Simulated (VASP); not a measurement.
Write the native input for VASP 6.6.1 that does the following.

* Task: relaxation of cell and atoms
* Functional: PBE
* Potentials or basis: VASP PAW PBE potentials, release 64 (Cu, Hg)
* Cutoff: 600 eV
* k mesh: 12 × 12 × 12
* Occupations: gaussian, width 0.1 eV
* Spin: no spin polarisation
* Dipole correction: no
* Further INCAR settings: ALGO = Fast; EDIFF = 1e-06; IBRION = 2; EDIFFG = -0.005; NSW = 100; ISIF = 3

The structure of Cu3Hg lies in POSCAR:

```
Cu3Hg
1.0
    0.0000000000      3.0689236243      3.0689236243
    3.0689236243      0.0000000000      3.0689236243
    3.0689236243      3.0689236243      0.0000000000
Cu Hg
3 1
Direct
    0.2500000000      0.2500000000      0.2500000000
    0.7500000000      0.7500000000      0.7500000000
    0.5000000000      0.5000000000      0.5000000000
    0.0000000000      0.0000000000      0.0000000000
```

These files were run (other wordings do the same):

INCAR

```
SYSTEM = Cu3Hg
  PREC = Accurate
  ENCUT = 600
  EDIFF = 1E-6
  ISMEAR = 0
  SIGMA = 0.1
  LREAL = .False.
  LASPH = .True.
  NELM = 100
  ALGO = Fast
  ISIF = 3
  LWAVE = .False.
  LCHARG = .False.
  GGA = PE
  IBRION = 2
  NSW = 100
  EDIFFG = -0.005
```

KPOINTS

```
regular mesh
0
Gamma
  12 12 12
  0 0 0
```

Potentials or basis: VASP PAW PBE potentials, release 64 (Cu, Hg).

The run is started by

```sh
$ cat potpaw_PBE.64/Cu/POTCAR potpaw_PBE.64/Hg/POTCAR > POTCAR
$ mpirun -np 1 vasp_std > vasp.out
```

Results of the run:

```json
{"Relaxed volume": "14.47 Å³/atom", "Relaxed cell": "a = 4.342 Å, b = 4.342 Å, c = 4.342 Å, α = 60.00°, β = 60.00°, γ = 60.00°", "Space group after relaxing (to 0.05 Å)": "Fm-3m (No. 225)", "Energy gained by relaxing": "0.0 meV/atom", "Ionic steps": "4", "Pressure after relaxing": "0.0 GPa"}
```

It took 3.6 min on 1 thread of AMD EPYC 9R45 96-Core Processor (Zen 5), with other jobs on the host, peak memory 0.27 GiB.
